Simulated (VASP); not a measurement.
# Sc in VASP: single point with PBE

Aim: the single point of Sc with PBE.

Program: VASP 6.6.1. These are calculated values, not measurements. Logs are shortened: lines on timing, memory, paths and dates and some standing lists are left out, and cuts for length are marked.

**1. The cell of the first run**

The cell holds a slab with vacuum, 1 atom: a = 3.270 Å, b = 3.270 Å, c = 16.000 Å, α = 90.00°, β = 90.00°, γ = 90.00°.

**2. Single point, PBE**

File POSCAR:

```
Sc
1.0
    3.2704168980      0.0000000000      0.0000000000
    0.0000000000      3.2704168980      0.0000000000
    0.0000000000      0.0000000000     16.0000000000
Sc
1
Direct
    0.0000000000      0.0000000000      0.5000000000
```

File INCAR.step1:

```
  PREC = Accurate
  ENCUT = 520
  EDIFF = 1E-6
  ISMEAR = -1
  SIGMA = 0.08
  LREAL = False
  LASPH = True
  NELM = 60
  ALGO = Normal
  ISIF = 2
  LWAVE = False
  LCHARG = True
  LMAXMIX = 4
  LDIPOL = True
  IDIPOL = 3
  DIPOL = 0.5 0.5 0.500
  GGA = PE
  NBANDS = 12
```

File KPOINTS.step1:

```
Automatic mesh
0
Gamma
  11 11 1
```

File INCAR.step2:

```
  PREC = Accurate
  ENCUT = 520
  EDIFF = 1E-6
  ISMEAR = -5
  SIGMA = 0.08
  LREAL = False
  LASPH = True
  NELM = 60
  ALGO = Normal
  ISIF = 2
  LWAVE = False
  LCHARG = False
  LMAXMIX = 4
  LDIPOL = True
  IDIPOL = 3
  DIPOL = 0.5 0.5 0.500
  GGA = PE
  LORBIT = 11
  NEDOS = 1001
  ICHARG = 11
```

File KPOINTS.step2:

```
Automatic mesh
0
Gamma
  17 17 1
```

Potentials or basis: VASP PAW PBE potentials, release 64 (Sc_sv).

Command:

```sh
$ cat potpaw_PBE.64/Sc_sv/POTCAR > POTCAR
$ cp INCAR.step1 INCAR
$ cp KPOINTS.step1 KPOINTS
$ mpirun -np 1 vasp_std > vasp.out
$ cp INCAR.step2 INCAR
$ cp KPOINTS.step2 KPOINTS
$ mpirun -np 1 vasp_std > vasp.out
```

OUTCAR:

```text
PREC = Accurate
   ENCUT = 520
   EDIFF = 1E-6
   ISMEAR = -5
   LREAL = False
   LASPH = True
   NELM = 60
   ISIF = 2
   GGA = PE
   LORBIT = 11
   ICHARG = 11

 ion  position               nearest neighbor table
   1  0.000  0.000  0.500-

  LATTYP: Found a simple tetragonal cell.
 ALAT       =     3.2704168980
 C/A-ratio  =     4.8923426276

  Lattice vectors:

 A1 = (   3.2704168980,   0.0000000000,   0.0000000000)
 A2 = (   0.0000000000,   3.2704168980,   0.0000000000)
 A3 = (   0.0000000000,   0.0000000000,  16.0000000000)

Analysis of symmetry for initial positions (statically):
=====================================================================
 Subroutine PRICEL returns:
 Original cell was already a primitive cell.

 Routine SETGRP: Setting up the symmetry group for a
 simple tetragonal supercell.

 Subroutine GETGRP returns: Found 16 space group operations
 (whereof 16 operations were pure point group operations)
 out of a pool of 16 trial point group operations.

The static configuration has the point symmetry D_4h.

Analysis of symmetry for dynamics (positions and initial velocities):
=====================================================================
 Subroutine PRICEL returns:
 Original cell was already a primitive cell.

 Routine SETGRP: Setting up the symmetry group for a
 simple tetragonal supercell.

 Subroutine GETGRP returns: Found 16 space group operations
 (whereof 16 operations were pure point group operations)
 out of a pool of 16 trial point group operations.

The dynamic configuration has the point symmetry D_4h.

 Subroutine INISYM returns: Found 16 space group operations
 (whereof 16 operations are pure point group operations),
 and found     1 'primitive' translations

----------------------------------------------------------------------------------------

                                     Primitive cell

  volume of cell :     171.1300

  direct lattice vectors                    reciprocal lattice vectors
     3.270416898  0.000000000  0.000000000     0.305771414  0.000000000  0.000000000
     0.000000000  3.270416898  0.000000000     0.000000000  0.305771414  0.000000000
     0.000000000  0.000000000 16.000000000     0.000000000  0.000000000  0.062500000

  length of vectors
     3.270416898  3.270416898 16.000000000     0.305771414  0.305771414  0.062500000

  position of ions in fractional coordinates (direct lattice)
     0.000000000  0.000000000  0.500000000

  ion indices of the primitive-cell ions
   primitive index   ion index
                 1           1

----------------------------------------------------------------------------------------

 KPOINTS: Automatic mesh

Automatic generation of k-mesh.
 Grid dimensions read from file:
 generate k-points for:   17   17    1

 Generating k-lattice:

  Cartesian coordinates                     Fractional coordinates (reciprocal lattice)
     0.017986554  0.000000000  0.000000000     0.058823529  0.000000000  0.000000000
     0.000000000  0.017986554  0.000000000     0.000000000  0.058823529  0.000000000
     0.000000000  0.000000000  0.062500000     0.000000000  0.000000000  1.000000000

  Length of vectors
     0.017986554  0.017986554  0.062500000

  Shift w.r.t. Gamma in fractional coordinates (k-lattice)
     0.000000000  0.000000000  0.000000000

 TETIRR: Found    415 inequivalent tetrahedra from     1734

 Subroutine IBZKPT returns following result:
 ===========================================

 Found     45 irreducible k-points:

 Following reciprocal coordinates:
            Coordinates               Weight
  0.000000  0.000000  0.000000      1.000000
  0.058824  0.000000  0.000000      4.000000
  0.117647  0.000000  0.000000      4.000000
  0.176471  0.000000  0.000000      4.000000
  0.235294  0.000000  0.000000      4.000000
  0.294118  0.000000  0.000000      4.000000
[... 16 lines left out ...]
  0.411765  0.117647  0.000000      8.000000
  0.470588  0.117647  0.000000      8.000000
 [... further k-points ...]
   k-points           NKPTS =     45   k-points in BZ     NKDIM =     45   number of bands    NBANDS=      9
   number of dos      NEDOS =   1001   number of ions     NIONS =      1
   total plane-waves  NPLWV =  69120
   dimension x,y,z NGX =    24 NGY =   24 NGZ =  120
   dimension x,y,z NGXF=    48 NGYF=   48 NGZF=  240
   ions per type =               1
   NGX,Y,Z   is equivalent  to a cutoff of  12.20, 12.20, 12.47 a.u.
   NGXF,Y,Z  is equivalent  to a cutoff of  24.40, 24.40, 24.94 a.u.
 SYSTEM =  unknown system
   PREC   = accura    normal or accurate (medium, high low for compatibility)
   ISTART =      0    job   : 0-new  1-cont  2-samecut
   ICHARG =     11    charge: 1-file 2-atom 10-const
   ISPIN  =      1    spin polarized calculation?
   LNONCOLLINEAR =      F non collinear calculations
   LSORBIT =      F    spin-orbit coupling
   LASPH  =      T    aspherical Exc in radial PAW
   ENCUT  =  520.0 eV  38.22 Ry    6.18 a.u.   6.08  6.08 29.75*2*pi/ulx,y,z
   NELM   =     60;   NELMIN=  2; NELMDL=  0     # of ELM steps
   EDIFF  = 0.1E-05   stopping-criterion for ELM
   LREAL  =      F    real-space projection
   EDIFFG = 0.1E-04   stopping-criterion for IOM
   NSW    =      0    number of steps for IOM
   IBRION =     -1    ionic relax: 0-MD 1-quasi-New 2-CG
   NFREE  =      0    steps in history (QN), initial steepest desc. (CG)
   ISIF   =      2    stress and relaxation
   ISYM   =      2    0-nonsym 1-usesym 2-fastsym
   POTIM  = 0.5000    time-step for ionic-motion
   TEBEG  =    0.0;   TEEND  =   0.0 temperature during run
   PSTRESS=    0.0 pullay stress
   NELECT =      11.0000    total number of electrons
   NUPDOWN=      -1.0000    fix difference up-down
   EMIN   =  10.00;   EMAX   =-10.00  energy-range for DOS
   EFERMI =   0.00;   METHOD = LEGACY
   ISMEAR =    -5;   SIGMA  =   0.08  broadening in eV -4-tet -1-fermi 0-gaus
   EFERMI_NEDOS =   21; number of points for ismear=-14 and -15
   IALGO  =     38    algorithm
   IMIX   =      4    mixing-type and parameters
     AMIX     =   0.40;   BMIX     =  1.00
     AMIX_MAG =   1.60;   BMIX_MAG =  1.00
  volume/ion in A,a.u.               =     171.13      1154.84
  Fermi-wavevector in a.u.,A,eV,Ry     =   0.655788  1.239260  5.851298  0.430058
  Thomas-Fermi vector in A             =   1.726775
   LORBIT       =     11    0 simple, 1 ext, 2 COOP (PROOUT), +10 PAW based schemes
   GGA     = PE    functional components
   LHFCALC =     F    Hartree Fock is set to
   AEXX    =    0.0000 exact exchange contribution
   IVDW    =     0    specifies the selected vdW correction
   LEPSILON=     F    determine dielectric tensor
   LRPA    =     F    only Hartree local field effects (RPA)
 non-spin polarized calculation
 Fermi weights with tetrahedron method with Bloechl corrections
  energy-cutoff  :      520.00
  volume of cell :      171.13
 maximum number of plane-waves:      4641

 number of electron      10.9999997 magnetization

 dipolmoment           0.000000      0.000000     -0.000000 electrons x Angstroem

 Free energy of the ion-electron system (eV)
  ---------------------------------------------------
  ext. energy  EPLUGINS =         0.00000000
  ---------------------------------------------------
  free energy    TOTEN  =        -4.23522273 eV

  energy without entropy =       -4.23522273  energy(sigma->0) =       -4.23522273

 E-fermi :  -2.0910     XC(G=0):  -2.6910

 val. band max:       -2.0828721266   @ k =   0.2353   0.0588   0.0000
 cond. band min:      -2.0910119662   @ k =   0.3529   0.1765   0.0000
 fundamental gap:     -0.0081398396
 Fermi energy:        -2.0909584644

 k-point     1 :       0.0000    0.0000    0.0000
  band No.  band energies     occupation
      1     -52.6490      2.00000
      2     -31.5024      2.00000
      3     -31.0417      2.00000
      4     -31.0417      2.00000
      5      -5.5060      2.00000
      6      -2.3610      2.00000
      7      -2.0299      0.00000
      8      -1.9515      0.00000
      9      -0.3335      0.00000

 k-point     2 :       0.0588    0.0000    0.0000
  band No.  band energies     occupation
      1     -52.6484      2.00000
      2     -31.5018      2.00000
      3     -31.0484      2.00000
      4     -31.0411      2.00000
      5      -5.4479      2.00000
      6      -2.3353      2.00000
      7      -2.0274      0.00000
      8      -1.9260      0.00000
      9      -0.3351      0.00000

 k-point     3 :       0.1176    0.0000    0.0000
  band No.  band energies     occupation
      1     -52.6466      2.00000
      2     -31.4999      2.00000
      3     -31.0676      2.00000
      4     -31.0395      2.00000
      5      -5.2761      2.00000
      6      -2.2636      2.00000
      7      -2.0274      0.00000
      8      -1.8496      0.00000
      9      -0.3177      0.00000

 k-point     4 :       0.1765    0.0000    0.0000
  band No.  band energies     occupation
      1     -52.6439      2.00000
      2     -31.4970      2.00000
      3     -31.0966      2.00000
      4     -31.0371      2.00000
      5      -4.9987      2.00000
      6      -2.1605      2.09577
      7      -2.0471      0.00000
      8      -1.7245      0.00000
      9      -0.2472      0.00000
[... 205 lines left out ...]
 k-point    22 :       0.3529    0.1176    0.0000
  band No.  band energies     occupation
      1     -52.6319      2.00000
      2     -31.4842      2.00000
      3     -31.1961      2.00000
      4     -31.0537      2.00000
      5      -3.4989      2.00000
      6      -2.1768      2.05948
      7      -1.7407      0.00000
      8      -1.2380      0.00000
      9      -0.5621      0.00000

 k-point    23 :       0.4118    0.1176    0.0000
  band No.  band energies     occupation
      1     -52.6296      2.00000
      2     -31.4817      2.00000
      3     -31.2199      2.00000
      4     -31.0515      2.00000
      5      -3.0268      2.00000
      6      -2.2387      2.00000
      7      -1.8100      0.00000
      8      -1.1814      0.00000
      9      -0.5266      0.00000

 k-point    24 :       0.4706    0.1176    0.0000
  band No.  band energies     occupation
      1     -52.6284      2.00000
      2     -31.4804      2.00000
      3     -31.2327      2.00000
      4     -31.0504      2.00000
      5      -2.6478      2.00000
      6      -2.2736      2.00000
      7      -1.9782      0.00000
      8      -1.1479      0.00000
      9      -0.3934      0.00000

 [... further k-points ...]

------------------------ aborting loop because EDIFF is reached ----------------------------------------

 vacuum level on the upper side and lower side of the slab       (xc-potential included)        -0.099        -0.099

  FORCE on cell =-STRESS in cart. coord.  units (eV):
  Direction    XX          YY          ZZ          XY          YZ          ZX
  --------------------------------------------------------------------------------------
  -------------------------------------------------------------------------------------
  Total       -1.2505808     -1.2505808      1.0977253      0.0000000      0.0000000      0.0000000
  in kB      -11.7083614    -11.7083614     10.2772766      0.0000000      0.0000000      0.0000000
  external PRESSURE =      -4.3798154 kB  Pullay stress =       0.0000000 kB

 VOLUME and BASIS-vectors are now :
 -----------------------------------------------------------------------------
  energy-cutoff  :      520.00
  volume of cell :      171.13
      direct lattice vectors                 reciprocal lattice vectors
     3.270416898  0.000000000  0.000000000     0.305771414  0.000000000  0.000000000
     0.000000000  3.270416898  0.000000000     0.000000000  0.305771414  0.000000000
     0.000000000  0.000000000 16.000000000     0.000000000  0.000000000  0.062500000

 POSITION                                       TOTAL-FORCE (eV/Angst)
 -----------------------------------------------------------------------------------
      0.00000      0.00000      8.00000         0.000000      0.000000      0.000000
 -----------------------------------------------------------------------------------
    total drift:                               -0.000000     -0.000000     -0.000000

  FREE ENERGIE OF THE ION-ELECTRON SYSTEM (eV)
  ---------------------------------------------------
  free  energy   TOTEN  =        -4.2352227267 eV

  energy  without entropy=       -4.2352227267  energy(sigma->0) =       -4.23522273

 vacuum level on the upper side and lower side of the slab         1.163         1.163

 total charge

# of ion       s       p       d       tot
------------------------------------------
    1        2.268   6.005   1.005   9.277
```

Run time: 94 s. Hardware: 1 thread of Intel Xeon Platinum 8259CL at 2.50GHz (Skylake/Cascade Lake), shared host; peak memory 0.26 GiB.

What came out:

- Valence electrons inside the program's atomic spheres: Sc 9.28
